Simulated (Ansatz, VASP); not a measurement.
**One calculation of KMgH3, two programs**

```xyz
5
Lattice="3.9244 0.0000 0.0000 0.0000 3.9244 0.0000 0.0000 0.0000 4.2263" Properties=species:S:1:pos:R:3 pbc="T T T"
K     0.0000    0.0000    0.0000
Mg    1.9622    1.9622    2.1131
H     0.0000    1.9622    2.1131
H     1.9622    0.0000    2.1131
H     1.9622    1.9622    0.0000
```

Change from the starting cell: strain -0.025 along x and y, +0.050 along z, atoms carried along.

Alike in both runs: task single point; functional LDA; k mesh 8 × 8 × 8; occupations gaussian, width 0.05 eV; no spin polarisation.

|  | VASP | Ansatz |
| --- | --- | --- |
| version | VASP 6.6.1 | Ansatz 0.2.0 |
| potentials or method | VASP PAW LDA potentials, release 64 (K_sv, Mg, H), cutoff 520 eV | scalar-relativistic, plane waves, PAW |
| valence electrons in the cell | 14 | 22 |

|  | VASP | Ansatz | Ansatz less VASP |
| --- | --- | --- | --- |
| gap on the k mesh at the Fermi level (eV) | 2.05 | 2.05 | +0.003 |
| least direct gap on the mesh (eV) | 4.11 | 4.11 | -0.001 |
| pressure (GPa) | -2.9 | -2.7 | +0.26 |
| traceless stress, the component that is largest in VASP (GPa) | -2.23 | -2.22 | +0.012 |

LDA's correlation is that of Perdew and Zunger in VASP and of Perdew and Wang (1992) in Ansatz. VASP's potentials hold 14 valence electrons a cell and Ansatz's 22, so a difference there can come from the potentials and not from the codes.
